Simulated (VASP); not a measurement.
# TiTe2 (P-3m1) in VASP: notebook

TiTe2 is run at these levels: PBEsol; tasks: single point, relaxation of cell and atoms.

All numbers are computed with VASP 6.6.1; they aren't measurements. Logs are shortened: lines on timing, memory, paths and dates and some standing lists are left out, and cuts for length are marked.

## Step 1: The cell of the first run

The structure is trigonal, space group P-3m1 (No. 164). The conventional cell has a = 3.549 Å, b = 3.549 Å, c = 6.108 Å, α = 90.00°, β = 90.00°, γ = 120.00°. Ti (site symmetry -3m) has 6 Te at 2.68 Å and 6 Ti at 3.55 Å within 3.6 Å. Within 3.6 Å of Te (site symmetry 3m) lie 3 Ti at 2.68 Å and 9 Te at 3.34 to 3.55 Å.

## Step 2: Single point, PBEsol

The input, INCAR:

```
SYSTEM = TiTe2
PREC = Accurate
ENCUT = 520
EDIFF = 1E-7
ISMEAR = 0
SIGMA = 0.03
LREAL = .FALSE.
LASPH = .TRUE.
NELM = 80
ALGO = Normal
ISIF = 2
LWAVE = .FALSE.
LCHARG = .FALSE.
GGA = PS
NBANDS = 19
```

The input, KPOINTS:

```
regular mesh
0
G
  12 12 8
  0 0 0
```

The input, POSCAR:

```
TiTe2
1.0
    3.5490790188      0.0000000000      0.0000000000
   -1.7745395094      3.0735925904      0.0000000000
    0.0000000000      0.0000000000      6.1081132052
Ti Te
1 2
Direct
    0.0000000000      0.0000000000      0.0000000000
    0.3333333333      0.6666666667      0.2837776165
    0.6666666667      0.3333333333      0.7162223835
```

Potentials or basis: VASP PAW PBE potentials, release 64 (Ti_sv, Te).

Command:

```
$ cat potpaw_PBE.64/Ti_sv/POTCAR potpaw_PBE.64/Te/POTCAR > POTCAR
$ mpirun -np 1 vasp_std > vasp.out
```

OUTCAR:

```text
SYSTEM = TiTe2
   PREC = Accurate
   ENCUT = 520
   EDIFF = 1E-7
   ISMEAR = 0
   LREAL = .FALSE.
   LASPH = .TRUE.
   NELM = 80
   ISIF = 2
   GGA = PS

 ion  position               nearest neighbor table
   1  0.000  0.000  0.000-   2 2.68   3 2.68   3 2.68   2 2.68   3 2.68   2 2.68
   2  0.333  0.667  0.284-   1 2.68   1 2.68   1 2.68   3 3.34   3 3.34   3 3.34
   3  0.667  0.333  0.716-   1 2.68   1 2.68   1 2.68   2 3.34   2 3.34   2 3.34

  LATTYP: Found a hexagonal cell.
 ALAT       =     3.5490790188
 C/A-ratio  =     1.7210417612

  Lattice vectors:

 A1 = (   3.5490790188,   0.0000000000,   0.0000000000)
 A2 = (  -1.7745395094,   3.0735925904,   0.0000000000)
 A3 = (   0.0000000000,   0.0000000000,   6.1081132052)

Analysis of symmetry for initial positions (statically):
=====================================================================
 Subroutine PRICEL returns:
 Original cell was already a primitive cell.

 Routine SETGRP: Setting up the symmetry group for a
 hexagonal supercell.

 Subroutine GETGRP returns: Found 12 space group operations
 (whereof 12 operations were pure point group operations)
 out of a pool of 24 trial point group operations.

The static configuration has the point symmetry D_3d.

Analysis of symmetry for dynamics (positions and initial velocities):
=====================================================================
 Subroutine PRICEL returns:
 Original cell was already a primitive cell.

 Routine SETGRP: Setting up the symmetry group for a
 hexagonal supercell.

 Subroutine GETGRP returns: Found 12 space group operations
 (whereof 12 operations were pure point group operations)
 out of a pool of 24 trial point group operations.

The dynamic configuration has the point symmetry D_3d.

 Subroutine INISYM returns: Found 12 space group operations
 (whereof 12 operations are pure point group operations),
 and found     1 'primitive' translations

----------------------------------------------------------------------------------------

                                     Primitive cell

  volume of cell :      66.6299

  direct lattice vectors                    reciprocal lattice vectors
     3.549079019  0.000000000  0.000000000     0.281763239  0.162676082  0.000000000
    -1.774539509  3.073592590  0.000000000     0.000000000  0.325352164  0.000000000
     0.000000000  0.000000000  6.108113205     0.000000000  0.000000000  0.163716678

  length of vectors
     3.549079019  3.549079019  6.108113205     0.325352164  0.325352164  0.163716678

  position of ions in fractional coordinates (direct lattice)
     0.000000000  0.000000000  0.000000000
     0.333333333  0.666666667  0.283777616
     0.666666667  0.333333333  0.716222384

  ion indices of the primitive-cell ions
   primitive index   ion index
                 1           1
                 2           2
                 3           3

----------------------------------------------------------------------------------------

 KPOINTS: regular mesh

Automatic generation of k-mesh.
 Grid dimensions read from file:
 generate k-points for:   12   12    8

 Generating k-lattice:

  Cartesian coordinates                     Fractional coordinates (reciprocal lattice)
     0.023480270  0.013556340  0.000000000     0.083333333  0.000000000  0.000000000
     0.000000000  0.027112680  0.000000000     0.000000000  0.083333333  0.000000000
     0.000000000  0.000000000  0.020464585     0.000000000  0.000000000  0.125000000

  Length of vectors
     0.027112680  0.027112680  0.020464585

  Shift w.r.t. Gamma in fractional coordinates (k-lattice)
     0.000000000  0.000000000  0.000000000

 Subroutine IBZKPT returns following result:
 ===========================================

 Found    131 irreducible k-points:

 Following reciprocal coordinates:
            Coordinates               Weight
  0.000000  0.000000  0.000000      1.000000
  0.083333  0.000000  0.000000      6.000000
  0.166667  0.000000  0.000000      6.000000
  0.250000  0.000000  0.000000      6.000000
  0.333333  0.000000  0.000000      6.000000
  0.416667  0.000000  0.000000      6.000000
[... 16 lines left out ...]
  0.166667  0.000000  0.125000      6.000000
  0.000000  0.166667  0.125000      6.000000
 [... further k-points ...]
   k-points           NKPTS =    131   k-points in BZ     NKDIM =    131   number of bands    NBANDS=     19
   number of dos      NEDOS =    301   number of ions     NIONS =      3
   total plane-waves  NPLWV =  37632
   dimension x,y,z NGX =    28 NGY =   28 NGZ =   48
   dimension x,y,z NGXF=    56 NGYF=   56 NGZF=   96
   ions per type =               1   2
   NGX,Y,Z   is equivalent  to a cutoff of  13.12, 13.12, 13.06 a.u.
   NGXF,Y,Z  is equivalent  to a cutoff of  26.23, 26.23, 26.13 a.u.
 SYSTEM =  TiTe2
   PREC   = accura    normal or accurate (medium, high low for compatibility)
   ISTART =      0    job   : 0-new  1-cont  2-samecut
   ICHARG =      2    charge: 1-file 2-atom 10-const
   ISPIN  =      1    spin polarized calculation?
   LNONCOLLINEAR =      F non collinear calculations
   LSORBIT =      F    spin-orbit coupling
   LASPH  =      T    aspherical Exc in radial PAW
   ENCUT  =  520.0 eV  38.22 Ry    6.18 a.u.   6.60  6.60 11.36*2*pi/ulx,y,z
   NELM   =     80;   NELMIN=  2; NELMDL= -5     # of ELM steps
   EDIFF  = 0.1E-06   stopping-criterion for ELM
   LREAL  =      F    real-space projection
   EDIFFG = 0.1E-05   stopping-criterion for IOM
   NSW    =      0    number of steps for IOM
   IBRION =     -1    ionic relax: 0-MD 1-quasi-New 2-CG
   NFREE  =      0    steps in history (QN), initial steepest desc. (CG)
   ISIF   =      2    stress and relaxation
   ISYM   =      2    0-nonsym 1-usesym 2-fastsym
   POTIM  = 0.5000    time-step for ionic-motion
   TEBEG  =    0.0;   TEEND  =   0.0 temperature during run
   PSTRESS=    0.0 pullay stress
   NELECT =      24.0000    total number of electrons
   NUPDOWN=      -1.0000    fix difference up-down
   EMIN   =  10.00;   EMAX   =-10.00  energy-range for DOS
   EFERMI =   0.00;   METHOD = LEGACY
   ISMEAR =     0;   SIGMA  =   0.03  broadening in eV -4-tet -1-fermi 0-gaus
   EFERMI_NEDOS =   21; number of points for ismear=-14 and -15
   IALGO  =     38    algorithm
   IMIX   =      4    mixing-type and parameters
     AMIX     =   0.40;   BMIX     =  1.00
     AMIX_MAG =   1.60;   BMIX_MAG =  1.00
  volume/ion in A,a.u.               =      22.21       149.88
  Fermi-wavevector in a.u.,A,eV,Ry     =   1.164811  2.201174 18.460185  1.356785
  Thomas-Fermi vector in A             =   2.301345
   LORBIT       =      0    0 simple, 1 ext, 2 COOP (PROOUT), +10 PAW based schemes
   GGA     = PS    functional components
   LHFCALC =     F    Hartree Fock is set to
   AEXX    =    0.0000 exact exchange contribution
   IVDW    =     0    specifies the selected vdW correction
   LEPSILON=     F    determine dielectric tensor
   LRPA    =     F    only Hartree local field effects (RPA)
 non-spin polarized calculation
 Gauss-broadening in eV      SIGMA  =   0.03
  energy-cutoff  :      520.00
  volume of cell :       66.63
 maximum number of plane-waves:      1824
 NGX is ok and might be reduce to    28
   NGX = 13   NGY = 13   NGZ = 23

 number of electron      24.0000000 magnetization

 Free energy of the ion-electron system (eV)
  ---------------------------------------------------
  ext. energy  EPLUGINS =         0.00000000
  ---------------------------------------------------
  free energy    TOTEN  =       -17.33829585 eV

  energy without entropy =      -17.33786639  energy(sigma->0) =      -17.33808112

 E-fermi :   9.1723     XC(G=0): -10.9250

 val. band max:        9.1681844492   @ k =   0.0000   0.1667   0.1250
 cond. band min:       9.1765461586   @ k =   0.0000   0.1667   0.2500
 fundamental gap:      0.0083617094
 Fermi energy:         9.1723113049

 k-point     1 :       0.0000    0.0000    0.0000
  band No.  band energies     occupation
      1     -47.6767      2.00000
      2     -24.0603      2.00000
      3     -24.0565      2.00000
      4     -24.0565      2.00000
      5      -4.5240      2.00000
      6      -2.2104      2.00000
[... 11 lines left out ...]
     18      14.5802      0.00000
     19      16.4488      0.00000

 k-point     2 :       0.0833    0.0000    0.0000
  band No.  band energies     occupation
      1     -47.6762      2.00000
      2     -24.0626      2.00000
      3     -24.0587      2.00000
      4     -24.0579      2.00000
      5      -4.4248      2.00000
      6      -2.1553      2.00000
[... 11 lines left out ...]
     18      15.2233      0.00000
     19      16.8410      0.00000

 k-point     3 :       0.1667    0.0000    0.0000
  band No.  band energies     occupation
      1     -47.6748      2.00000
      2     -24.0791      2.00000
      3     -24.0616      2.00000
      4     -24.0547      2.00000
      5      -4.1329      2.00000
      6      -1.9997      2.00000
[... 11 lines left out ...]
     18      15.3937      0.00000
     19      16.9766      0.00000

 k-point     4 :       0.2500    0.0000    0.0000
  band No.  band energies     occupation
      1     -47.6728      2.00000
      2     -24.1016      2.00000
      3     -24.0667      2.00000
      4     -24.0491      2.00000
      5      -3.6672      2.00000
      6      -1.7779      2.00000
[... 407 lines left out ...]
     18      15.2656      0.00000
     19      16.6420      0.00000

 k-point    23 :       0.1667    0.0000    0.1250
  band No.  band energies     occupation
      1     -47.6748      2.00000
      2     -24.0791      2.00000
      3     -24.0616      2.00000
      4     -24.0547      2.00000
      5      -4.0801      2.00000
      6      -2.1279      2.00000
[... 11 lines left out ...]
     18      15.6238      0.00000
     19      16.9428      0.00000

 k-point    24 :       0.0000    0.1667    0.1250
  band No.  band energies     occupation
      1     -47.6748      2.00000
      2     -24.0791      2.00000
      3     -24.0616      2.00000
      4     -24.0547      2.00000
      5      -4.0858      2.00000
      6      -2.1120      2.00000
[... 11 lines left out ...]
     18      15.1588      0.00000
     19      16.3030      0.00000

 [... further k-points ...]

------------------------ aborting loop because EDIFF is reached ----------------------------------------

  FORCE on cell =-STRESS in cart. coord.  units (eV):
  Direction    XX          YY          ZZ          XY          YZ          ZX
  --------------------------------------------------------------------------------------
  -------------------------------------------------------------------------------------
  Total        3.3470902      3.3470902      3.3544246      0.0000000      0.0000000      0.0000000
  in kB       80.4838892     80.4838892     80.6602515      0.0000000      0.0000000      0.0000000
  external PRESSURE =      80.5426766 kB  Pullay stress =       0.0000000 kB

 VOLUME and BASIS-vectors are now :
 -----------------------------------------------------------------------------
  energy-cutoff  :      520.00
  volume of cell :       66.63
      direct lattice vectors                 reciprocal lattice vectors
     3.549079019  0.000000000  0.000000000     0.281763239  0.162676082  0.000000000
    -1.774539509  3.073592590  0.000000000     0.000000000  0.325352164  0.000000000
     0.000000000  0.000000000  6.108113205     0.000000000  0.000000000  0.163716678

 POSITION                                       TOTAL-FORCE (eV/Angst)
 -----------------------------------------------------------------------------------
      0.00000      0.00000      0.00000        -0.000000      0.000000      0.000000
     -0.00000      2.04906      1.73335        -0.000000      0.000000      0.018506
      1.77454      1.02453      4.37477         0.000000     -0.000000     -0.018506
 -----------------------------------------------------------------------------------
    total drift:                               -0.000000      0.000000     -0.000000

  FREE ENERGIE OF THE ION-ELECTRON SYSTEM (eV)
  ---------------------------------------------------
  free  energy   TOTEN  =       -17.3382958468 eV

  energy  without entropy=      -17.3378663886  energy(sigma->0) =      -17.33808112
```

Wall time 4.1 min (1 thread of Intel Xeon 8259CL, shared host); peak memory 0.31 GiB.

What came out:

```
Free energy            : -17.3383 eV
Pressure               : 8.1 GPa
Largest force          : 0.019 eV/Å
Band gap on the k mesh : zero (bands 12 and 13 overlap by 0.94 eV)
```

Forces on the atoms (eV/Å):
```
Ti   0.000  0.000  0.000
Te   0.000  0.000  0.019
Te   0.000  0.000 -0.019
```

Levels at points of the mesh, in eV from the Fermi level:
| k point | band 8 | band 9 | band 10 | band 11 | band 12 | band 13 | band 14 | band 15 | band 16 | band 17 |
| --- | --- | --- | --- | --- | --- | --- | --- | --- | --- | --- |
| (0.00, 0.00, 0.00) | -1.56 | -1.56 | 0.06 | 0.55 | 0.55 | 1.23 | 1.73 | 1.73 | 3.26 | 3.26 |
| (0.50, 0.00, 0.00) | -4.49 | -3.30 | -2.79 | -1.70 | -1.36 | -0.15 | 1.59 | 1.94 | 2.64 | 4.07 |
| (0.00, 0.00, 0.50) | -3.37 | -1.40 | -1.40 | 0.52 | 0.52 | 1.01 | 1.01 | 1.38 | 4.19 | 4.19 |
| (0.50, 0.00, 0.50) | -5.80 | -2.92 | -2.32 | -0.73 | -0.66 | -0.17 | 1.59 | 2.00 | 2.62 | 3.74 |

Caveat: the cell stands under pressure; the PAW data sets were made with another functional, which shifts forces and pressure a little; spin-orbit coupling is left out, which moves the levels of the heavy elements.

## Step 3: Single point, PBEsol

This run uses another cell than the first one, of 22.78 Å³/atom.

The input, INCAR:

```
SYSTEM = TiTe2
PREC     = Accurate       ! precision mode
ENCUT    = 520            ! plane-wave cutoff, eV
EDIFF    = 1E-7           ! SCF threshold, eV
ISMEAR   = 0              ! smearing method
SIGMA    = 0.03           ! smearing width, eV
LREAL    = .FALSE.        ! projectors in reciprocal space
LASPH    = .TRUE.         ! aspherical terms in the spheres
NELM     = 80             ! most SCF steps
ALGO     = Normal         ! electronic algorithm
ISIF     = 2              ! what is computed and relaxed
LWAVE    = .FALSE.        ! write WAVECAR
LCHARG   = .FALSE.        ! write CHGCAR
GGA      = PS             ! functional
NBANDS   = 19             ! bands
```

KPOINTS is that of step 2.

The input, POSCAR:

```
TiTe2
1.0
    3.5802227982      0.0000000000      0.0000000000
   -1.7901113991      3.1005638944      0.0000000000
    0.0000000000      0.0000000000      6.1554085297
Ti Te
1 2
Direct
    0.0000000000      0.0000000000      0.0000000000
    0.3333333333      0.6666666667      0.2812740323
    0.6666666667      0.3333333333      0.7187259677
```

Potentials or basis: VASP PAW PBE potentials, release 64 (Ti_sv, Te).

Command:

```
$ cat potpaw_PBE.64/Ti_sv/POTCAR potpaw_PBE.64/Te/POTCAR > POTCAR
$ mpirun -np 1 vasp_std > vasp.out
```

Wall time 3.8 min (1 thread of Intel Xeon 8259CL, shared host); peak memory 0.31 GiB.

The run converged. Its results:

| Quantity | Value |
| --- | --- |
| Free energy | -17.4125 eV |
| Pressure | 6.1 GPa |
| Largest force | 0.019 eV/Å |
| Band gap on the k mesh | zero (bands 12 and 13 overlap by 0.89 eV) |

Forces in eV/Å, atoms in the order of the input:
```
Ti   0.000  0.000  0.000
Te   0.000  0.000  0.019
Te   0.000  0.000 -0.019
```

Levels at points of the mesh, in eV from the Fermi level:
| k point | band 9 | band 10 | band 11 | band 12 | band 13 | band 14 | band 15 | band 16 |
| --- | --- | --- | --- | --- | --- | --- | --- | --- |
| (0.00, 0.00, 0.00) | -1.57 | 0.11 | 0.53 | 0.53 | 1.14 | 1.64 | 1.64 | 3.25 |
| (0.50, 0.00, 0.00) | -3.23 | -2.73 | -1.70 | -1.31 | -0.12 | 1.53 | 1.89 | 2.59 |
| (0.00, 0.00, 0.50) | -1.42 | -1.42 | 0.51 | 0.51 | 0.98 | 0.98 | 1.32 | 4.10 |
| (0.50, 0.00, 0.50) | -2.84 | -2.26 | -0.76 | -0.59 | -0.23 | 1.53 | 1.93 | 2.63 |

Caveat: the cell stands under pressure; the PAW data sets were made with another functional, which shifts forces and pressure a little; spin-orbit coupling is left out, which moves the levels of the heavy elements.

## Step 4: Single point, PBEsol

This run uses another cell than the first one, of 23.44 Å³/atom.

The input, INCAR:

```
SYSTEM = TiTe2
ALGO = Normal
EDIFF = 1E-6
ENCUT = 520
GGA = PS
ISIF = 2
ISMEAR = 0
LASPH = .TRUE.
LCHARG = .FALSE.
LREAL = .FALSE.
LWAVE = .FALSE.
NBANDS = 19
NELM = 80
PREC = Accurate
SIGMA = 0.03
```

The input, KPOINTS:

```
k-points
0
G
  12 12 8
  0 0 0
```

The input, POSCAR:

```
TiTe2
1.0
    3.6142595309      0.0000000000      0.0000000000
   -1.8071297655      3.1300405696      0.0000000000
    0.0000000000      0.0000000000      6.2173018757
Ti Te
1 2
Direct
    0.0000000000      0.0000000000      0.0000000000
    0.3333333333      0.6666666667      0.2781225529
    0.6666666667      0.3333333333      0.7218774471
```

Command:

```
$ cat potpaw_PBE.64/Ti_sv/POTCAR potpaw_PBE.64/Te/POTCAR > POTCAR
$ mpirun -np 1 vasp_std > vasp.out
```

Wall time 3.5 min (1 thread of Intel Xeon 8259CL, shared host); peak memory 0.31 GiB.

It converged, with:

| Quantity | Value |
| --- | --- |
| Free energy | -17.4750 eV |
| Pressure | 4.0 GPa |
| Largest force | 0.020 eV/Å |
| Band gap on the k mesh | zero (bands 12 and 13 overlap by 0.87 eV) |

Forces in eV/Å, atoms in the order of the input:
```
Ti   0.000  0.000  0.000
Te   0.000  0.000  0.020
Te   0.000  0.000 -0.020
```

Levels at points of the mesh, in eV from the Fermi level:
| k point | band 10 | band 11 | band 12 | band 13 | band 14 | band 15 |
| --- | --- | --- | --- | --- | --- | --- |
| (0.00, 0.00, 0.00) | 0.15 | 0.51 | 0.51 | 1.01 | 1.53 | 1.53 |
| (0.50, 0.00, 0.00) | -2.67 | -1.70 | -1.26 | -0.09 | 1.45 | 1.82 |
| (0.00, 0.00, 0.50) | -1.45 | 0.49 | 0.49 | 0.95 | 0.95 | 1.25 |
| (0.50, 0.00, 0.50) | -2.20 | -0.81 | -0.53 | -0.30 | 1.45 | 1.84 |

Caveat: the cell stands under pressure; the PAW data sets were made with another functional, which shifts forces and pressure a little; spin-orbit coupling is left out, which moves the levels of the heavy elements.

[end of part 1 of 3]
